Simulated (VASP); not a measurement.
Set up this calculation in VASP 6.6.1, as the native input.

```yaml
Task: relaxation of cell and atoms
Functional: PBEsol-based global hybrid with 25 % exact exchange
Potentials_or_basis: VASP PAW PBE potentials, release 64 (Sb)
Cutoff: 600 eV
k_mesh: 5 × 5 × 3
Occupations: fermi-dirac, width 0.05 eV
Spin: no spin polarisation
Dipole_correction: no
Grid_for_exact_exchange_PRECFOCK: Normal
Share_of_exact_exchange: 0.25
Further_INCAR_settings: ALGO = Normal; EDIFF = 1e-06; IBRION = 2; EDIFFG = -0.01; NSW = 60; ISIF = 3
```

Sb:

```
Sb
1.0
     3.35453    0.00000    0.00000
    -1.67727    2.90511    0.00000
     0.00000    0.00000    5.47016
Sb
2
Direct
  0.66667 0.33333 0.75000
  0.33333 0.66667 0.25000
```

This isn't the form of Sb at room conditions, which is rhombohedral.

These files were run (other wordings do the same):

POSCAR

```
Sb
1.0
    3.3545324186      0.0000000000      0.0000000000
   -1.6772662093      2.9051102923      0.0000000000
    0.0000000000      0.0000000000      5.4701606500
Sb
2
Direct
    0.6666666667      0.3333333333      0.7500000000
    0.3333333333      0.6666666667      0.2500000000
```

INCAR.step1

```
ALGO     = Normal         # electronic algorithm
EDIFF    = 1E-5           # SCF threshold, eV
ENCUT    = 600            # plane-wave cutoff, eV
GGA      = PE             # functional
ISMEAR   = -1             # smearing method
LASPH    = True           # aspherical terms in the spheres
LCHARG   = False          # write CHGCAR
LREAL    = False          # projectors in reciprocal space
LWAVE    = True           # write WAVECAR
NBANDS   = 12             # bands
NELM     = 100            # most SCF steps
PREC     = Accurate       # precision mode
SIGMA    = 0.05           # smearing width, eV
```

INCAR.step2

```
AEXX     = 0.25           # exact-exchange fraction
ALGO     = Normal         # electronic algorithm
EDIFF    = 1E-6           # SCF threshold, eV
EDIFFG   = -0.01          # ionic threshold
ENCUT    = 600            # plane-wave cutoff, eV
GGA      = PS             # functional
IBRION   = 2              # ionic algorithm
ISIF     = 3              # what is computed and relaxed
ISMEAR   = -1             # smearing method
ISTART   = 1            
LASPH    = True           # aspherical terms in the spheres
LCHARG   = False          # write CHGCAR
LHFCALC  = True           # exact exchange
LREAL    = False          # projectors in reciprocal space
LWAVE    = False          # write WAVECAR
NELM     = 100            # most SCF steps
NSW      = 60             # ionic steps
PREC     = Accurate       # precision mode
PRECFOCK = Normal       
SIGMA    = 0.05           # smearing width, eV
```

KPOINTS

```
k-points
0
Gamma
  5 5 3
```

Potentials or basis: VASP PAW PBE potentials, release 64 (Sb).

Command:

```bash
$ cat potpaw_PBE.64/Sb/POTCAR > POTCAR
$ cp INCAR.step1 INCAR
$ mpirun -np 1 vasp_std > vasp.out
$ cp INCAR.step2 INCAR
$ mpirun -np 1 vasp_std > vasp.out
```

Results of the run:

| Quantity | Value |
| --- | --- |
| Relaxed volume | 24.73 Å³/atom |
| Relaxed cell | a = 3.240 Å, b = 3.240 Å, c = 5.442 Å, α = 90.00°, β = 90.00°, γ = 120.00° |
| Space group after relaxing (to 0.1 Å) | P6_3/mmc (No. 194) |
| Energy gained by relaxing | 44.7 meV/atom |
| Ionic steps | 8 |
| Pressure after relaxing | 0.0 GPa |
| Band gap on the k mesh | zero (bands 5 and 6 overlap by 8.23 eV) |

Caveat: the k points lie up to 0.45 Å⁻¹ apart in the final cell, too coarse for converged energies and pressures of a metal; the PAW data sets were made with another functional, which shifts forces and pressure a little; spin-orbit coupling is left out, which moves the levels of the heavy elements.

Run time: 25 min on 1 thread of Intel(R) Xeon(R) Platinum 8488C (Sapphire Rapids), on a shared host, peak memory 0.23 GiB.
